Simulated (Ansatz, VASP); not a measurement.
C in VASP and in Ansatz

```
C
1.0
     0.00000    1.77892    1.77892
     1.77892    0.00000    1.77892
     1.77892    1.77892    0.00000
C
2
Direct
  0.50000 0.50000 0.50000
  0.75000 0.75000 0.75000
```

Alike in both runs: functional r2SCAN; dispersion rVV10; k mesh 10 × 10 × 10; no spin polarisation.

Ansatz relaxed the structure, and its values are those at the end. VASP's run is a single point on that final structure, the one shown.

```csv
,VASP,Ansatz
version,VASP 6.6.1,Ansatz 0.2.0
potentials or method,"VASP PAW PBE potentials, release 64 (C)","plane waves, PAW"
plane-wave cutoff (eV),660,500
occupations,"gaussian, width 0.01 eV",fixed
valence electrons in the cell,8,8
```

```tsv
	VASP	Ansatz	Ansatz less VASP
pressure (GPa)	0.2	0.0	-0.15
```

VASP's potentials were made for PBE, not for r2SCAN. Ansatz's warnings: stress scf threshold loose.
